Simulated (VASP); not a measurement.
# Mg (P6_3/mmc) in VASP: notebook, part 2 of 2

VASP 6.6.1.

## 5. Relaxation of cell and atoms, PBE, target pressure 24 GPa, at which the enthalpy is minimised

This run uses another cell than the first one: it holds 2 atoms, not 4.

File INCAR:

```
  PREC = Accurate
  ENCUT = 600
  EDIFF = 1E-7
  ISMEAR = -1
  SIGMA = 0.1
  LREAL = False
  LASPH = True
  NELM = 120
  ALGO = Normal
  ISIF = 3
  LWAVE = False
  LCHARG = False
  GGA = PE
  IBRION = 2
  NSW = 60
  EDIFFG = -0.005
  PSTRESS = 240.0
  GGA_COMPAT = False
  NELMIN = 4
```

File KPOINTS:

```
regular mesh
0
Gamma
  15 15 9
```

File POSCAR:

```
Mg
1.0
    2.8582699023      0.0000000000      0.0000000000
   -1.4291349512      2.4753343463      0.0000000000
    0.0000000000      0.0000000000      4.6303972418
Mg
2
Direct
    0.3333333333      0.6666666667      0.2500000000
    0.6666666667      0.3333333333      0.7500000000
```

Potentials or basis: VASP PAW PBE potentials, release 64 (Mg).

Command:

```
> cat potpaw_PBE.64/Mg/POTCAR > POTCAR
> mpirun -np 1 vasp_std > vasp.out
```

OUTCAR:

```text
PREC = Accurate
   ENCUT = 600
   EDIFF = 1E-7
   ISMEAR = -1
   LREAL = False
   LASPH = True
   NELM = 120
   ISIF = 3
   GGA = PE
   IBRION = 2
   NSW = 60
   EDIFFG = -0.005
   PSTRESS = 240.0
   NELMIN = 4

 ion  position               nearest neighbor table
   1  0.333  0.667  0.250-   2 2.84   2 2.84   2 2.84   2 2.84   2 2.84   2 2.84
   2  0.667  0.333  0.750-   1 2.84   1 2.84   1 2.84   1 2.84   1 2.84   1 2.84

  LATTYP: Found a hexagonal cell.
 ALAT       =     2.8582699023
 C/A-ratio  =     1.6200000000

  Lattice vectors:

 A1 = (   2.8582699023,   0.0000000000,   0.0000000000)
 A2 = (  -1.4291349512,   2.4753343463,   0.0000000000)
 A3 = (   0.0000000000,   0.0000000000,   4.6303972418)

Analysis of symmetry for initial positions (statically):
=====================================================================
 Subroutine PRICEL returns:
 Original cell was already a primitive cell.

 Routine SETGRP: Setting up the symmetry group for a
 hexagonal supercell.

 Subroutine GETGRP returns: Found 24 space group operations
[... 169 lines left out ...]

------------------------ aborting loop because EDIFF is reached ----------------------------------------

  FORCE on cell =-STRESS in cart. coord.  units (eV):
  Direction    XX          YY          ZZ          XY          YZ          ZX
  --------------------------------------------------------------------------------------
  -------------------------------------------------------------------------------------
  Total        4.8979523      4.8979523      4.7167833     -0.0000000     -0.0000000     -0.0000000
  in kB      239.5354392    239.5354392    230.6753325     -0.0000000     -0.0000000     -0.0000000
  external PRESSURE =      -3.4179297 kB  Pullay stress =     240.0000000 kB
[... 101 lines left out ...]
--------------------------------------- Ionic step        4  -------------------------------------------

 number of electron       4.0000000 magnetization

 Free energy of the ion-electron system (eV)
  ---------------------------------------------------
  ext. energy  EPLUGINS =         0.00000000
  ---------------------------------------------------
  free energy    TOTEN  =        -2.28472251 eV

  energy without entropy =       -2.26598399  energy(sigma->0) =       -2.27535325

 E-fermi :   4.6794     XC(G=0):  -9.6137

 val. band max:        4.6508069870   @ k =   0.3333   0.1333   0.0000
 cond. band min:       4.7133261154   @ k =   0.1333   0.1333   0.0000
 fundamental gap:      0.0625191284
 Fermi energy:         4.6794136925

 k-point     1 :       0.0000    0.0000    0.0000
  band No.  band energies     occupation
      1      -3.8421      2.00000
      2       2.4975      2.00000
      3       3.5485      1.99998
      4      17.6133      0.00000
      5      17.6133      0.00000
      6      18.4800      0.00000
[... 199 lines left out ...]
 k-point    24 :       0.4000    0.2000    0.0000
  band No.  band energies     occupation
      1       2.5435      2.00000
      2       2.8823      2.00000
      3       6.7889      0.00000
      4       8.5177      0.00000
      5       8.5840      0.00000
      6       9.6742      0.00000

 [... further k-points ...]
[... 5 lines left out ...]
  --------------------------------------------------------------------------------------
  -------------------------------------------------------------------------------------
  Total        4.8914525      4.8914525      4.8956851     -0.0000000      0.0000000      0.0000000
  in kB      239.9147206    239.9147207    240.1223196     -0.0000000      0.0000000      0.0000000
  external PRESSURE =      -0.0160797 kB  Pullay stress =     240.0000000 kB
[... 21 lines left out ...]
  energy  without entropy=       -2.2659839950  energy(sigma->0) =       -2.27535325

  enthalpy is  TOTEN    =         2.6084687414 eV   P V=        4.8931912503

 reached required accuracy - stopping structural energy minimisation
```

OSZICAR:

```text
N       E                     dE             d eps       ncg     rms          rms(c)
DAV:   1     0.157570419878E+01    0.15757E+01   -0.15021E+03  1620   0.552E+02
DAV:   2    -0.229724700214E+01   -0.38730E+01   -0.36783E+01  2262   0.362E+01
[... 23 lines left out ...]
   3 F= 0.26085716E+01 E0= 0.26180481E+01  d E =-.414555E-03
       N       E                     dE             d eps       ncg     rms          rms(c)
DAV:   1    -0.228472528266E+01   -0.88876E-02   -0.55293E-04  2118   0.150E-01    0.827E-03
DAV:   2    -0.228472388436E+01    0.13983E-05   -0.23480E-06  1776   0.122E-02    0.510E-03
DAV:   3    -0.228472250141E+01    0.13830E-05   -0.60601E-07  2052   0.409E-03    0.208E-04
DAV:   4    -0.228472250889E+01   -0.74822E-08   -0.86479E-09  1002   0.791E-04
   4 F= 0.26084687E+01 E0= 0.26178380E+01  d E =-.102821E-03
```

It took 20 s on 1 thread of Intel Xeon 6975P-C (Granite Rapids), shared host; peak memory 0.18 GiB.

What came out:

```yaml
Free_energy: -2.2847 eV
Relaxed_volume: 16.33 Å³/atom
Relaxed_cell: a = 2.862 Å, b = 2.862 Å, c = 4.605 Å, α = 90.00°, β = 90.00°, γ = 120.00°
Space_group_after_relaxing_to_0.1_Å: P6_3/mmc (No. 194)
Energy_change_on_relaxing_the_run_minimises_the_enthalpy: +6.9 meV/atom
Ionic_steps: 4
Pressure_after_relaxing: 24.0 GPa
Band_gap_on_the_k_mesh: zero (bands 2 and 3 overlap by 2.10 eV)
```

The path:
| step | energy change (eV) | largest force (eV/Å) | pressure (GPa) | volume (Å³) |
| --- | --- | --- | --- | --- |
| 1 | 0.0000 | 0.0000 | 23.66 | 32.76 |
| 2 | 0.0244 | 0.0000 | 24.25 | 32.60 |
| 3 | 0.0226 | 0.0000 | 24.21 | 32.61 |
| 4 | 0.0137 | 0.0000 | 24.00 | 32.67 |

Final structure:
```
CELL_PARAMETERS angstrom
2.86208 0.00000 0.00000
-1.43104 2.47863 0.00000
0.00000 0.00000 4.60466
ATOMIC_POSITIONS crystal
Mg 0.33333 0.66667 0.25000
Mg 0.66667 0.33333 0.75000
```

Levels at points of the mesh, in eV from the Fermi level:
```csv
k point,band 1,band 2,band 3,band 4,band 5,band 6
"(0.00, 0.00, 0.00)",-8.52,-2.18,-1.13,12.93,12.93,13.80
```

Caveat: the cell is relaxed towards a set pressure, so the run minimises the enthalpy, not the energy.

## 6. The runs side by side

| task | cell | k mesh | gap on the mesh (eV) | pressure (GPa) |
| --- | --- | --- | --- | --- |
| single point | a = 2.843, b = 2.843, c = 9.336 Å, angles 90.0, 90.0, 120.0°, 4 atoms, atomic positions A | 10 × 10 × 6 | none | 24.1 |
| relaxation of cell and atoms | relaxed to 24 GPa from a = 2.861, b = 2.861, c = 4.604 Å, angles 90.0, 90.0, 120.0°, 2 atoms, atomic positions B | 15 × 15 × 9 | none | 24.0 |
| relaxation of cell and atoms | relaxed to 24 GPa from a = 2.858, b = 2.858, c = 4.630 Å, angles 90.0, 90.0, 120.0°, 2 atoms, atomic positions B | 15 × 15 × 9 | none | 24.0 |

Alike in all rows: level PBE; potentials or basis VASP PAW PBE potentials, release 64 (Mg); no spin polarisation; cutoff (eV) 600; smearing fermi-dirac 0.1 eV.

Caveats: the cell is relaxed towards a set pressure, so the run minimises the enthalpy, not the energy (at least some runs); the cell stands under pressure (at least some runs).

Absolute energies hang on the potentials; compare differences alone.
